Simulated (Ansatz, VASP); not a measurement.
One calculation of SnO2, two programs

INCAR

```
ALGO = Fast
EDIFF = 1E-7
ENCUT = 520
GGA = PE
ISIF = 2
ISMEAR = 0
LASPH = T
LCHARG = T
LELF = T
LREAL = F
LVHAR = T
LWAVE = F
NBANDS = 64
NELM = 60
PREC = Accurate
SIGMA = 0.05
```

File KPOINTS:

```
k-points
0
Gamma
  6 6 6
```

Contents of POSCAR:

```
SnO2
1.0
    0.0000000000      4.5220682583      4.5220682583
    4.5220682583      0.0000000000      4.5220682583
    4.5220682583      4.5220682583      0.0000000000
Sn O
4 8
Direct
    0.2824500780      0.0856374805      0.4675499220
    0.6250000000      0.1250000000      0.1250000000
    0.1250000000      0.6250000000      0.1250000000
    0.1250000000      0.1250000000      0.1250000000
    0.8910551956      0.8910551956      0.8910551956
    0.8910551956      0.3268344131      0.8910551956
    0.8910551956      0.8910551956      0.3268344131
    0.3268344131      0.8910551956      0.8910551956
    0.9231655869      0.3589448044      0.3589448044
    0.3589448044      0.3589448044      0.9231655869
    0.3589448044      0.9231655869      0.3589448044
    0.3589448044      0.3589448044      0.3589448044
```

Input for Ansatz:

```yaml
crystal:
  lattice:
    - [0.0, 4.5220682583, 4.5220682583]
    - [4.5220682583, 0.0, 4.5220682583]
    - [4.5220682583, 4.5220682583, 0.0]
  atoms:
    - { symbol: Sn, position: [0.282450078, 0.0856374805, 0.467549922] }
    - { symbol: Sn, position: [0.625, 0.125, 0.125] }
    - { symbol: Sn, position: [0.125, 0.625, 0.125] }
    - { symbol: Sn, position: [0.125, 0.125, 0.125] }
    - { symbol: O, position: [0.8910551956, 0.8910551956, 0.8910551956] }
    - { symbol: O, position: [0.8910551956, 0.3268344131, 0.8910551956] }
    - { symbol: O, position: [0.8910551956, 0.8910551956, 0.3268344131] }
    - { symbol: O, position: [0.3268344131, 0.8910551956, 0.8910551956] }
    - { symbol: O, position: [0.9231655869, 0.3589448044, 0.3589448044] }
    - { symbol: O, position: [0.3589448044, 0.3589448044, 0.9231655869] }
    - { symbol: O, position: [0.3589448044, 0.9231655869, 0.3589448044] }
    - { symbol: O, position: [0.3589448044, 0.3589448044, 0.3589448044] }
basis:
  ecutwfc: 420
kpoints:
  mp_grid: { grid: [6, 6, 6] }
hamiltonian:
  xc: pbe
  pseudopotentials: { kind: paw, azcp: { folder: soft_1 } }
scf:
  occupations: { method: gaussian, width: 0.05 }
output:
  forces: true
  stress: true
  eigenvalues: true
```

Alike in both runs: task single point; functional PBE; k mesh 6 × 6 × 6; occupations gaussian, width 0.05 eV; no spin polarisation.

```csv
,VASP,Ansatz
version,VASP 6.6.1,Ansatz 0.2.0
potentials or method,"VASP PAW PBE potentials, release 64 (Sn_d, O), cutoff 520 eV","scalar-relativistic, plane waves, PAW"
valence electrons in the cell,104,104
```

VASP gave:

| Item | Value |
| --- | --- |
| rms of the force components (eV/Å) | 18.422 |

**Question.** Estimate Ansatz's values.

**Answer.** rms of the force components (eV/Å): 19.298.

Atom by atom the forces differ by 0.954 eV/Å (rms over components).
